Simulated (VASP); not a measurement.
# HfH2 (I4/mmm) in VASP: a series of runs, part 2 of 2

VASP 6.6.1. Earlier steps stand in the parts before.

## 3. Single point, PBEsol (uniaxial strain along c: -1.0 %, then relaxed in part)

The input, INCAR:

```
SYSTEM = HfH2
  PREC = Accurate
  ENCUT = 520
  EDIFF = 1E-6
  ISMEAR = 0
  SIGMA = 0.1
  LREAL = .FALSE.
  LASPH = .TRUE.
  NELM = 100
  ALGO = Normal
  ISIF = 2
  LWAVE = .FALSE.
  LCHARG = .TRUE.
  GGA = PS
  LELF = .TRUE.
  LVHAR = .TRUE.
  NBANDS = 21
```

The input, KPOINTS:

```
regular mesh
0
G
  10 10 8
  0 0 0
```

The input, POSCAR:

```
HfH2
1.0
    3.4760056193      0.0000000000      0.0000000000
    0.0000000000      3.4760056193      0.0000000000
    0.0000000000      0.0000000000      4.1952949375
Hf H
2 4
Direct
    0.0000000000      0.0000000000      0.0000000000
    0.5000000000      0.5000000000      0.5000000000
    0.0000000000      0.5000000000      0.2500000000
    0.5000000000      0.0000000000      0.2500000000
    0.5000000000      0.0000000000      0.7500000000
    0.0000000000      0.5000000000      0.7500000000
```

Potentials or basis: VASP PAW PBE potentials, release 64 (Hf_pv, H).

The run is started by

```sh
cat potpaw_PBE.64/Hf_pv/POTCAR potpaw_PBE.64/H/POTCAR > POTCAR
mpirun -np 1 vasp_std > vasp.out
```

OUTCAR:

```text
SYSTEM = HfH2
   PREC = Accurate
   ENCUT = 520
   EDIFF = 1E-6
   ISMEAR = 0
   LREAL = .FALSE.
   LASPH = .TRUE.
   NELM = 100
   ISIF = 2
   GGA = PS

 ion  position               nearest neighbor table
   1  0.000  0.000  0.000-   3 2.03   4 2.03   5 2.03   6 2.03   3 2.03   6 2.03   4 2.03   5 2.03
                             2 3.23   2 3.23   2 3.23   2 3.23   2 3.23   2 3.23   2 3.23   2 3.23
   2  0.500  0.500  0.500-   3 2.03   4 2.03   5 2.03   6 2.03   4 2.03   5 2.03   3 2.03   6 2.03
                             1 3.23   1 3.23   1 3.23   1 3.23   1 3.23   1 3.23   1 3.23   1 3.23
   3  0.000  0.500  0.250-   1 2.03   2 2.03   1 2.03   2 2.03
   4  0.500  0.000  0.250-   1 2.03   2 2.03   2 2.03   1 2.03
   5  0.500  0.000  0.750-   1 2.03   2 2.03   2 2.03   1 2.03
   6  0.000  0.500  0.750-   1 2.03   2 2.03   1 2.03   2 2.03

  LATTYP: Found a simple tetragonal cell.
 ALAT       =     3.4760056193
 C/A-ratio  =     1.2069298491

  Lattice vectors:

 A1 = (   3.4760056193,   0.0000000000,   0.0000000000)
 A2 = (   0.0000000000,   3.4760056193,   0.0000000000)
 A3 = (   0.0000000000,   0.0000000000,   4.1952949375)

Analysis of symmetry for initial positions (statically):
=====================================================================
 Subroutine PRICEL returns following result:

  LATTYP: Found a body centered tetragonal cell.
 ALAT       =     3.4760056193
 C/A-ratio  =     1.2069298491

  Lattice vectors:

 A1 = (  -1.7380028096,  -1.7380028096,  -2.0976474688)
 A2 = (   1.7380028096,   1.7380028096,  -2.0976474687)
 A3 = (   1.7380028096,  -1.7380028096,   2.0976474687)

   2 primitive cells build up your supercell.

 Routine SETGRP: Setting up the symmetry group for a
 simple tetragonal supercell.

 Subroutine GETGRP returns: Found 16 space group operations
 (whereof 16 operations were pure point group operations)
 out of a pool of 16 trial point group operations.

The static configuration has the point symmetry D_4h.

Analysis of symmetry for dynamics (positions and initial velocities):
=====================================================================
 Subroutine PRICEL returns following result:

  LATTYP: Found a body centered tetragonal cell.
 ALAT       =     3.4760056193
 C/A-ratio  =     1.2069298491

  Lattice vectors:

 A1 = (  -1.7380028096,  -1.7380028096,  -2.0976474688)
 A2 = (   1.7380028096,   1.7380028096,  -2.0976474687)
 A3 = (   1.7380028096,  -1.7380028096,   2.0976474687)

   2 primitive cells build up your supercell.

 Routine SETGRP: Setting up the symmetry group for a
 simple tetragonal supercell.

 Subroutine GETGRP returns: Found 16 space group operations
 (whereof 16 operations were pure point group operations)
 out of a pool of 16 trial point group operations.

The dynamic configuration has the point symmetry D_4h.

 Subroutine INISYM returns: Found 16 space group operations
 (whereof 16 operations are pure point group operations),
 and found     2 'primitive' translations

----------------------------------------------------------------------------------------

                                     Primitive cell

  volume of cell :      25.3451

[... 46 lines left out ...]
            Coordinates               Weight
  0.000000  0.000000  0.000000      1.000000
  0.100000  0.000000  0.000000      4.000000
  0.200000  0.000000  0.000000      4.000000
  0.300000  0.000000  0.000000      4.000000
  0.400000  0.000000  0.000000      4.000000
  0.500000  0.000000  0.000000      2.000000
[... 16 lines left out ...]
  0.100000  0.000000  0.125000      8.000000
  0.200000  0.000000  0.125000      8.000000
 [... further k-points ...]
   k-points           NKPTS =    105   k-points in BZ     NKDIM =    105   number of bands    NBANDS=     21
   number of dos      NEDOS =    301   number of ions     NIONS =      6
   total plane-waves  NPLWV =  25088
   dimension x,y,z NGX =    28 NGY =   28 NGZ =   32
   dimension x,y,z NGXF=    56 NGYF=   56 NGZF=   64
   ions per type =               2   4
   NGX,Y,Z   is equivalent  to a cutoff of  13.39, 13.39, 12.68 a.u.
   NGXF,Y,Z  is equivalent  to a cutoff of  26.78, 26.78, 25.36 a.u.
 SYSTEM =  HfH2
   PREC   = accura    normal or accurate (medium, high low for compatibility)
   ISTART =      0    job   : 0-new  1-cont  2-samecut
   ICHARG =      2    charge: 1-file 2-atom 10-const
   ISPIN  =      1    spin polarized calculation?
   LNONCOLLINEAR =      F non collinear calculations
   LSORBIT =      F    spin-orbit coupling
   LASPH  =      T    aspherical Exc in radial PAW
   ENCUT  =  520.0 eV  38.22 Ry    6.18 a.u.   6.46  6.46  7.80*2*pi/ulx,y,z
   NELM   =    100;   NELMIN=  2; NELMDL= -5     # of ELM steps
   EDIFF  = 0.1E-05   stopping-criterion for ELM
   LREAL  =      F    real-space projection
   EDIFFG = 0.1E-04   stopping-criterion for IOM
   NSW    =      0    number of steps for IOM
   IBRION =     -1    ionic relax: 0-MD 1-quasi-New 2-CG
   NFREE  =      0    steps in history (QN), initial steepest desc. (CG)
   ISIF   =      2    stress and relaxation
   ISYM   =      2    0-nonsym 1-usesym 2-fastsym
   POTIM  = 0.5000    time-step for ionic-motion
   TEBEG  =    0.0;   TEEND  =   0.0 temperature during run
   PSTRESS=    0.0 pullay stress
   NELECT =      24.0000    total number of electrons
   NUPDOWN=      -1.0000    fix difference up-down
   EMIN   =  10.00;   EMAX   =-10.00  energy-range for DOS
   EFERMI =   0.00;   METHOD = LEGACY
   ISMEAR =     0;   SIGMA  =   0.10  broadening in eV -4-tet -1-fermi 0-gaus
   EFERMI_NEDOS =   21; number of points for ismear=-14 and -15
   IALGO  =     38    algorithm
   IMIX   =      4    mixing-type and parameters
     AMIX     =   0.40;   BMIX     =  1.00
     AMIX_MAG =   1.60;   BMIX_MAG =  1.00
  volume/ion in A,a.u.               =       8.45        57.01
  Fermi-wavevector in a.u.,A,eV,Ry     =   1.275961  2.411217 22.151328  1.628077
  Thomas-Fermi vector in A             =   2.408644
   LORBIT       =      0    0 simple, 1 ext, 2 COOP (PROOUT), +10 PAW based schemes
   GGA     = PS    functional components
   LHFCALC =     F    Hartree Fock is set to
   AEXX    =    0.0000 exact exchange contribution
   IVDW    =     0    specifies the selected vdW correction
   LEPSILON=     F    determine dielectric tensor
   LRPA    =     F    only Hartree local field effects (RPA)
 non-spin polarized calculation
 Gauss-broadening in eV      SIGMA  =   0.10
  energy-cutoff  :      520.00
  volume of cell :       50.69
 maximum number of plane-waves:      1388
 NGX is ok and might be reduce to    28
   NGX = 13   NGY = 13   NGZ = 15

 number of electron      23.9999996 magnetization

 Free energy of the ion-electron system (eV)
  ---------------------------------------------------
  ext. energy  EPLUGINS =         0.00000000
  ---------------------------------------------------
  free energy    TOTEN  =       -37.58641125 eV

  energy without entropy =      -37.58249817  energy(sigma->0) =      -37.58445471

 E-fermi :   5.4347     XC(G=0): -11.7162

 val. band max:        5.3861372691   @ k =   0.3000   0.0000   0.1250
 cond. band min:       5.4539390568   @ k =   0.1000   0.0000   0.3750
 fundamental gap:      0.0678017877
 Fermi energy:         5.4346723876

 k-point     1 :       0.0000    0.0000    0.0000
  band No.  band energies     occupation
      1     -25.8397      2.00000
      2     -25.6255      2.00000
      3     -25.6255      2.00000
      4     -25.3020      2.00000
      5     -25.3020      2.00000
      6     -25.2384      2.00000
[... 565 lines left out ...]
     20      11.5811      0.00000
     21      14.1661      0.00000

 [... further k-points ...]

------------------------ aborting loop because EDIFF is reached ----------------------------------------

  FORCE on cell =-STRESS in cart. coord.  units (eV):
  Direction    XX          YY          ZZ          XY          YZ          ZX
  --------------------------------------------------------------------------------------
  -------------------------------------------------------------------------------------
  Total       -0.2053509     -0.2053509      0.0636686      0.0000000     -0.0000000     -0.0000000
  in kB       -6.4905842     -6.4905842      2.0123929      0.0000000     -0.0000000     -0.0000000
  external PRESSURE =      -3.6562585 kB  Pullay stress =       0.0000000 kB

 VOLUME and BASIS-vectors are now :
 -----------------------------------------------------------------------------
  energy-cutoff  :      520.00
  volume of cell :       50.69
      direct lattice vectors                 reciprocal lattice vectors
     3.476005619  0.000000000  0.000000000     0.287686531  0.000000000  0.000000000
     0.000000000  3.476005619  0.000000000     0.000000000  0.287686531  0.000000000
     0.000000000  0.000000000  4.195294937     0.000000000  0.000000000  0.238362264

 POSITION                                       TOTAL-FORCE (eV/Angst)
 -----------------------------------------------------------------------------------
      0.00000      0.00000      0.00000        -0.000000     -0.000000      0.000000
      1.73800      1.73800      2.09765         0.000000      0.000000     -0.000000
      0.00000      1.73800      1.04882        -0.000000     -0.000000     -0.000000
      1.73800      0.00000      1.04882        -0.000000     -0.000000      0.000000
      1.73800      0.00000      3.14647        -0.000000     -0.000000      0.000000
      0.00000      1.73800      3.14647        -0.000000     -0.000000      0.000000
 -----------------------------------------------------------------------------------
    total drift:                                0.000000      0.000000      0.000000

  FREE ENERGIE OF THE ION-ELECTRON SYSTEM (eV)
  ---------------------------------------------------
  free  energy   TOTEN  =       -37.5864112483 eV

  energy  without entropy=      -37.5824981688  energy(sigma->0) =      -37.58445471
```

It took 54 s on 1 thread of Intel Xeon 6975P-C (Granite Rapids), shared host; peak memory 0.22 GiB.

Results:

```yaml
Free_energy: -37.5864 eV
Pressure: -0.4 GPa
Band_gap_on_the_k_mesh: zero (bands 12 and 13 overlap by 1.16 eV)
```

Levels at points of the mesh, in eV from the Fermi level:
```
           k point  band 8  band 9  band 10  band 11  band 12  band 13  band 14  band 15  band 16  band 17
(0.00, 0.00, 0.00)   -7.99   -3.88    -3.85    -1.05    -0.44    -0.44     0.61     1.72     3.36     4.88
(0.50, 0.00, 0.00)   -8.30   -5.03    -5.03    -1.44    -1.44     0.84     0.84     1.77     1.77     3.98
(0.50, 0.50, 0.00)   -6.51   -5.80    -5.80    -4.25    -4.25     3.96     3.96     4.14     4.14     5.71
(0.00, 0.00, 0.50)   -8.82   -6.02    -6.02     0.72     0.72     0.72     0.72     1.00     1.00     3.05
(0.50, 0.00, 0.50)   -8.48   -5.10    -5.10    -0.98    -0.98     0.91     0.91     3.82     3.82     4.67
(0.50, 0.50, 0.50)   -6.23   -6.23    -6.23    -2.39    -2.39     1.59     1.59     4.01     4.01     4.69
```

Caveat: the cell differs from its parent crystal (uniaxial strain along c: -1.0 %, then relaxed in part); the PAW data sets were made with another functional, which shifts forces and pressure a little; spin-orbit coupling is left out, which moves the levels of the heavy elements.

## 4. Single point, PBEsol (uniaxial strain along c: -1.0 %)

The input, INCAR:

```
ALGO = Normal ; EDIFF = 1E-6
ENCUT = 520 ; GGA = PS
ISIF = 2 ; ISMEAR = 0
LASPH = T ; LCHARG = F
LREAL = F ; LWAVE = F
NBANDS = 21 ; NELM = 100
PREC = Accurate ; SIGMA = 0.1
```

The input, KPOINTS:

```
k-points
0
Gamma
  10 10 8
```

Edit POSCAR of step 3 so:

```diff
@@ -2,4 +2,4 @@
 1.0
-    3.4760056193      0.0000000000      0.0000000000
-    0.0000000000      3.4760056193      0.0000000000
+    3.4729298276      0.0000000000      0.0000000000
+    0.0000000000      3.4729298276      0.0000000000
     0.0000000000      0.0000000000      4.1952949375
```

The run is started by

```sh
cat potpaw_PBE.64/Hf_pv/POTCAR potpaw_PBE.64/H/POTCAR > POTCAR
mpirun -np 1 vasp_std > vasp.out
```

Run time: 40 s. Hardware: 1 thread of Intel Xeon 6975P-C (Granite Rapids), shared host; peak memory 0.22 GiB.

Results (log left out):

| Property | Result |
| --- | --- |
| Free energy | -37.5866 eV |
| Pressure | -0.1 GPa |
| Band gap on the k mesh | zero (bands 12 and 13 overlap by 1.17 eV) |

Stress tensor (GPa, compression positive):
```
-0.31  0.00  0.00
 0.00 -0.31  0.00
 0.00  0.00  0.41
```

Levels at points of the mesh, in eV from the Fermi level:
```csv
k point,band 10,band 11,band 12,band 13,band 14,band 15
"(0.00, 0.00, 0.00)",-3.86,-1.05,-0.44,-0.44,0.60,1.73
"(0.50, 0.00, 0.00)",-5.04,-1.44,-1.44,0.85,0.85,1.77
"(0.50, 0.50, 0.00)",-5.80,-4.26,-4.26,3.97,3.97,4.16
"(0.00, 0.00, 0.50)",-6.03,0.73,0.73,0.73,0.73,0.99
"(0.50, 0.00, 0.50)",-5.10,-0.98,-0.98,0.91,0.91,3.84
"(0.50, 0.50, 0.50)",-6.24,-2.40,-2.40,1.59,1.59,4.02
```

Caveat: the cell differs from its parent crystal (uniaxial strain along c: -1.0 %); the PAW data sets were made with another functional, which shifts forces and pressure a little; spin-orbit coupling is left out, which moves the levels of the heavy elements.

## 5. Single point, PBEsol (uniaxial strain along c: -2.0 %, then relaxed in part)

The input, INCAR:

```
SYSTEM = HfH2
PREC = Accurate ; ENCUT = 520
EDIFF = 1E-7 ; ISMEAR = 0
SIGMA = 0.1 ; LREAL = .False.
LASPH = .True. ; NELM = 60
ALGO = Normal ; ISIF = 2
LWAVE = .False. ; LCHARG = .False.
GGA = PS ; NBANDS = 21
```

The input, KPOINTS:

```
Automatic mesh
0
Gamma
  10 10 8
  0 0 0
```

Edit POSCAR of step 4 so:

```diff
@@ -2,5 +2,5 @@
 1.0
-    3.4729298276      0.0000000000      0.0000000000
-    0.0000000000      3.4729298276      0.0000000000
-    0.0000000000      0.0000000000      4.1952949375
+    3.4871751821      0.0000000000      0.0000000000
+    0.0000000000      3.4871751821      0.0000000000
+    0.0000000000      0.0000000000      4.1529182209
 Hf H
```

The run is started by

```sh
cat potpaw_PBE.64/Hf_pv/POTCAR potpaw_PBE.64/H/POTCAR > POTCAR
mpirun -np 1 vasp_std > vasp.out
```

Run time: 41 s. Hardware: 1 thread of Intel Xeon 6975P-C (Granite Rapids), shared host; peak memory 0.23 GiB.

Results (log left out):

```
Free energy            : -37.5824 eV
Pressure               : 0.0 GPa
Band gap on the k mesh : zero (bands 12 and 13 overlap by 1.14 eV)
```

Stress tensor (GPa, compression positive):
```
-0.71  0.00  0.00
 0.00 -0.71  0.00
 0.00  0.00  1.33
```

Levels at points of the mesh, in eV from the Fermi level:
| k point | band 8 | band 9 | band 10 | band 11 | band 12 | band 13 | band 14 | band 15 | band 16 | band 17 |
| --- | --- | --- | --- | --- | --- | --- | --- | --- | --- | --- |
| (0.00, 0.00, 0.00) | -8.05 | -3.82 | -3.73 | -0.97 | -0.41 | -0.41 | 0.71 | 1.64 | 3.36 | 4.93 |
| (0.50, 0.00, 0.00) | -8.32 | -4.92 | -4.92 | -1.45 | -1.45 | 0.83 | 0.83 | 1.79 | 1.79 | 3.92 |
| (0.50, 0.50, 0.00) | -6.43 | -5.84 | -5.84 | -4.26 | -4.26 | 3.92 | 3.92 | 4.07 | 4.07 | 5.78 |
| (0.00, 0.00, 0.50) | -8.78 | -6.04 | -6.04 | 0.70 | 0.70 | 0.70 | 0.70 | 1.15 | 1.15 | 3.02 |
| (0.50, 0.00, 0.50) | -8.47 | -5.07 | -5.07 | -1.03 | -1.03 | 1.04 | 1.04 | 3.78 | 3.78 | 4.69 |
| (0.50, 0.50, 0.50) | -6.22 | -6.22 | -6.22 | -2.36 | -2.36 | 1.71 | 1.71 | 3.97 | 3.97 | 4.61 |

Caveat: the cell differs from its parent crystal (uniaxial strain along c: -2.0 %, then relaxed in part); the PAW data sets were made with another functional, which shifts forces and pressure a little; spin-orbit coupling is left out, which moves the levels of the heavy elements.

## 6. Single point, PBEsol

This run uses another cell than the first one, of 8.48 Å³/atom.

The input, INCAR:

```
SYSTEM = HfH2
PREC = Accurate
ENCUT = 520
EDIFF = 1E-7
ISMEAR = 0
SIGMA = 0.1
LREAL = .FALSE.
LASPH = .TRUE.
NELM = 100
ALGO = Normal
ISIF = 2
LWAVE = .FALSE.
LCHARG = .FALSE.
GGA = PS
NBANDS = 21
```

The input, KPOINTS:

```
regular mesh
0
G
  10 10 8
  0 0 0
```

Edit POSCAR of step 5 so:

```diff
@@ -2,5 +2,5 @@
 1.0
-    3.4871751821      0.0000000000      0.0000000000
-    0.0000000000      3.4871751821      0.0000000000
-    0.0000000000      0.0000000000      4.1529182209
+    3.4642691547      0.0000000000      0.0000000000
+    0.0000000000      3.4642691547      0.0000000000
+    0.0000000000      0.0000000000      4.2376716540
 Hf H
```

Potentials or basis: VASP PAW PBE potentials, release 64 (Hf_pv, H).

The run is started by

```sh
cat potpaw_PBE.64/Hf_pv/POTCAR potpaw_PBE.64/H/POTCAR > POTCAR
mpirun -np 1 vasp_std > vasp.out
```

It took 46 s on 1 thread of Intel Xeon 6975P-C (Granite Rapids), shared host; peak memory 0.22 GiB.

It converged, with:

| Property | Result |
| --- | --- |
| Free energy | -37.5865 eV |
| Pressure | -0.7 GPa |
| Band gap on the k mesh | zero (bands 12 and 13 overlap by 1.20 eV) |

Stress tensor (GPa, compression positive):
```
-0.59  0.00  0.00
 0.00 -0.59  0.00
 0.00  0.00 -1.03
```

Levels at points of the mesh, in eV from the Fermi level:
| k point | band 8 | band 9 | band 10 | band 11 | band 12 | band 13 | band 14 | band 15 | band 16 | band 17 |
| --- | --- | --- | --- | --- | --- | --- | --- | --- | --- | --- |
| (0.00, 0.00, 0.00) | -7.94 | -4.03 | -3.89 | -1.13 | -0.47 | -0.47 | 0.50 | 1.78 | 3.34 | 4.83 |
| (0.50, 0.00, 0.00) | -8.29 | -5.14 | -5.14 | -1.45 | -1.45 | 0.85 | 0.85 | 1.74 | 1.74 | 4.04 |
| (0.50, 0.50, 0.00) | -6.60 | -5.78 | -5.78 | -4.26 | -4.26 | 4.00 | 4.00 | 4.20 | 4.20 | 5.63 |
| (0.00, 0.00, 0.50) | -8.87 | -6.01 | -6.01 | 0.73 | 0.73 | 0.73 | 0.73 | 0.84 | 0.84 | 3.07 |
| (0.50, 0.00, 0.50) | -8.50 | -5.13 | -5.13 | -0.94 | -0.94 | 0.78 | 0.78 | 3.86 | 3.86 | 4.65 |
| (0.50, 0.50, 0.50) | -6.26 | -6.26 | -6.26 | -2.44 | -2.44 | 1.46 | 1.46 | 4.04 | 4.04 | 4.77 |

Caveat: the PAW data sets were made with another functional, which shifts forces and pressure a little; spin-orbit coupling is left out, which moves the levels of the heavy elements.

## 7. Overview

```tsv
cell	gap on the mesh (eV)	pressure (GPa)
a = 3.498, b = 3.498, c = 4.111 Å, 6 atoms	none	0.4
a = 3.476, b = 3.476, c = 4.195 Å, 6 atoms	none	-0.4
a = 3.473, b = 3.473, c = 4.195 Å, 6 atoms	none	-0.1
a = 3.487, b = 3.487, c = 4.153 Å, 6 atoms	none	0.0
a = 3.464, b = 3.464, c = 4.238 Å, 6 atoms	none	-0.7
```

Alike in all rows: task single point; level PBEsol; potentials or basis VASP PAW PBE potentials, release 64 (Hf_pv, H); no spin polarisation; k mesh 10 × 10 × 8; cutoff (eV) 520; smearing gaussian 0.1 eV.

Caveats: the PAW data sets were made with another functional, which shifts forces and pressure a little; spin-orbit coupling is left out, which moves the levels of the heavy elements.

Absolute energies hang on the potentials; compare differences alone.
